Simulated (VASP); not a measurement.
A run of VASP 6.6.1:

File INCAR:

```
PREC = Accurate
ENCUT = 520
EDIFF = 1E-7
ISMEAR = 0
SIGMA = 0.1
LREAL = False
LASPH = True
NELM = 80
ALGO = Fast
ISIF = 2
LWAVE = False
LCHARG = False
GGA = PS
NBANDS = 34
```

KPOINTS

```
regular mesh
0
Gamma
  12 12 12
```

File POSCAR:

```
CoW3
1.0
    0.0000000000      3.1712515043      3.1712515043
    3.1712515043      0.0000000000      3.1712515043
    3.1712515043      3.1712515043      0.0000000000
W Co
3 1
Direct
    0.2500000000      0.2500000000      0.2500000000
    0.7500000000      0.7500000000      0.7500000000
    0.5000000000      0.5000000000      0.5000000000
    0.0000000000      0.0000000000      0.0000000000
```

Potentials or basis: VASP PAW PBE potentials, release 64 (W_sv, Co).

The run is started by

```bash
$ cat potpaw_PBE.64/W_sv/POTCAR potpaw_PBE.64/Co/POTCAR > POTCAR
$ mpirun -np 1 vasp_std > vasp.out
```

Hardware: 1 thread of AMD EPYC 9R45 96-Core Processor (Zen 5) (shared host).

Q: How long does it take, and how much memory?

A: Wall time 3.3 min on 1 thread of AMD EPYC 9R45 96-Core Processor (Zen 5) (shared host), peak memory 0.27 GiB. Counts: scf iterations 21, k points 72.
